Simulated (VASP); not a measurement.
Wanted: the native input for a VASP 6.6.1 run.

* Task: single point
* Functional: PBEsol
* Potentials or basis: VASP PAW PBE potentials, release 64 (Au)
* Cutoff: 520 eV
* k mesh: 13 × 13 × 7
* Occupations: fermi-dirac, width 0.1 eV
* Spin: no spin polarisation
* Dipole correction: no
* Further INCAR settings: ALGO = Normal; EDIFF = 1e-06; NBANDS = 18

The structure of Au lies in POSCAR:

```
Au
1.0
    2.9255519774      0.0000000000      0.0000000000
   -1.4627759887      2.5336026644      0.0000000000
    0.0000000000      0.0000000000      4.9229978102
Au
2
Direct
    0.3333333333      0.6666666667      0.7500000000
    0.6666666667      0.3333333333      0.2500000000
```

One way to write it, as run:

INCAR

```
PREC = Accurate ; ENCUT = 520
EDIFF = 1E-6 ; ISMEAR = -1
SIGMA = 0.1 ; LREAL = F
LASPH = T ; NELM = 60
ALGO = Normal ; ISIF = 2
LWAVE = F ; LCHARG = F
GGA = PS ; NBANDS = 18
```

KPOINTS

```
regular mesh
0
Gamma
  13 13 7
```

Potentials or basis: VASP PAW PBE potentials, release 64 (Au).

Run with:

```bash
$ cat potpaw_PBE.64/Au/POTCAR > POTCAR
$ mpirun -np 1 vasp_std > vasp.out
```

Results of the run:

* Pressure: -10.0 GPa
* Band gap on the k mesh: zero (band 11 reaches 11.01 eV, above the bottom of band 12 at 5.78 eV)

Caveat: the PAW data sets were made with another functional, which shifts forces and pressure a little; spin-orbit coupling is left out, which moves the levels of the heavy elements.

Wall time 51 s on 1 thread of Intel Xeon 8259CL, on a shared host, peak memory 0.19 GiB.
